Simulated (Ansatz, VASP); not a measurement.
# Rh in VASP and in Ansatz

Contents of INCAR:

```
  PREC = Accurate
  ENCUT = 520
  EDIFF = 1E-8
  ISMEAR = -1
  SIGMA = 0.08
  LREAL = False
  LASPH = True
  NELM = 60
  ALGO = Normal
  ISIF = 2
  LWAVE = False
  LCHARG = False
  GGA = PS
  LEFG = True
  NBANDS = 14
```

The input KPOINTS:

```
regular mesh
0
Gamma
  16 16 16
```

The input POSCAR:

```
Rh
1.0
    0.0000000000      1.9585965000      1.9015500000
    1.9585965000      0.0000000000      1.9015500000
    1.9585965000      1.9585965000      0.0000000000
Rh
1
Direct
    0.0000000000      0.0000000000      0.0000000000
```

Input for Ansatz:

```yaml
crystal:
  lattice:
    - [0.0, 1.9585965, 1.90155]
    - [1.9585965, 0.0, 1.90155]
    - [1.9585965, 1.9585965, 0.0]
  atoms:
    - { symbol: Rh, position: [0.0, 0.0, 0.0] }
kpoints:
  mp_grid: { grid: [16, 16, 16] }
scf:
  occupations: { method: fermi_dirac, width: 0.08 }
hamiltonian:
  xc: pbesol
  pseudopotentials: { kind: all_electron, datasets: crystal }
output:
  forces: true
  stress: true
  eigenvalues: true
  efg: { contact_densities: true }
```

Change from the starting cell: equal xx and yy strain of +3 %, crystal datasets.

Alike in both runs: task electric field gradients; functional PBEsol; k mesh 16 × 16 × 16; occupations fermi-dirac, width 0.08 eV; no spin polarisation.

|  | VASP | Ansatz |
| --- | --- | --- |
| version | VASP 6.6.1 | Ansatz 0.2.0 |
| potentials or method | VASP PAW PBE potentials, release 64 (Rh_pv), cutoff 520 eV | all-electron PAW with datasets made for the crystal, scalar-relativistic |

Ansatz gave:

```
pressure (GPa)                                                : -18.4
traceless stress, the component that is largest in VASP (GPa) : 3.94
size of Vzz on the site where it differs most (V/Å²)          : 3.6
```

Task: Which values does VASP return?

Result: Pressure (GPa): -18.4; traceless stress, the component that is largest in VASP (GPa): 3.93; size of Vzz on the site where it differs most (V/Å²): 2.9.

VASP's potentials were made for PBE, not for PBEsol. Ansatz ran all-electron here, and VASP with PAW potentials.
